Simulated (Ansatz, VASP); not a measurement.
# BaTiO3 in VASP and in Ansatz

Contents of INCAR:

```
PREC = Accurate
ENCUT = 520
EDIFF = 1E-6
ISMEAR = -1
SIGMA = 0.05
LREAL = False
LASPH = True
NELM = 100
ALGO = Normal
ISIF = 2
LWAVE = False
LCHARG = False
GGA = PE
NBANDS = 28
```

File KPOINTS:

```
Automatic mesh
0
Gamma
  8 8 8
```

POSCAR

```
BaTiO3
1.0
    3.9841000000     -0.0398410000     -0.0398410000
   -0.0568285000      2.8085920000      2.8174295000
   -0.0000875000     -2.8655080000      2.8741705000
Ba Ti O
1 1 3
Direct
    0.0000000000      0.0000000000      0.0000000000
    0.5000000000      0.5079000000      0.5079000000
    0.0000000000      0.4921000000      0.4921000000
    0.5000000000      0.5025100000      0.9937100000
    0.5000000000      0.9937100000      0.5025100000
```

Input for Ansatz:

```yaml
crystal:
  lattice:
    - [3.9841, -0.039841, -0.039841]
    - [-0.0568285, 2.808592, 2.8174295]
    - [-8.75e-05, -2.865508, 2.8741705]
  atoms:
    - { symbol: Ba, position: [0.0, 0.0, 0.0] }
    - { symbol: Ti, position: [0.5, 0.5079, 0.5079] }
    - { symbol: O, position: [0.0, 0.4921, 0.4921] }
    - { symbol: O, position: [0.5, 0.50251, 0.99371] }
    - { symbol: O, position: [0.5, 0.99371, 0.50251] }
kpoints:
  mp_grid: { grid: [8, 8, 8] }
  band_path:
    path:
      - [0.0, 0.0, 0.0]
      - [0.0, 0.0, 0.5]
      - [-0.5, 0.0, 0.0]
      - [0.0, 0.0, 0.0]
      - [0.0, -0.5, 0.0]
      - [0.5, -0.5, -0.5]
      - [0.0, 0.0, 0.0]
      - [0.5, -0.5, 0.0]
      - [0.0, -0.5, -0.5]
    npoints: 5
scf:
  occupations: { method: fermi_dirac, width: 0.05 }
hamiltonian:
  xc: pbe
  pseudopotentials: { kind: all_electron, lapw: { basis_error: 0.001 } }
output:
  forces: true
  stress: true
  eigenvalues: true
```

Change from the starting cell: equal xy, yz and zx shear strains of -2 %.

Alike in both runs: task single point; functional PBE; k mesh 8 × 8 × 8; occupations fermi-dirac, width 0.05 eV; no spin polarisation.

|  | VASP | Ansatz |
| --- | --- | --- |
| version | VASP 6.6.1 | Ansatz 0.2.0 |
| potentials or method | VASP PAW PBE potentials, release 64 (Ba_sv, Ti_sv, O), cutoff 520 eV | all-electron LAPW, scalar-relativistic |

Ansatz gave:

* pressure (GPa): 2.1
* traceless stress, the component that is largest in VASP (GPa): 2.45
* rms of the force components (eV/Å): 0.096

Q: Which values does VASP return?

A: Pressure (GPa): 3.9; traceless stress, the component that is largest in VASP (GPa): 2.53; rms of the force components (eV/Å): 0.091.

Atom by atom the forces differ by 0.009 eV/Å (rms over components). Ansatz ran all-electron here, and VASP with PAW potentials.

Spin-orbit coupling is off throughout.
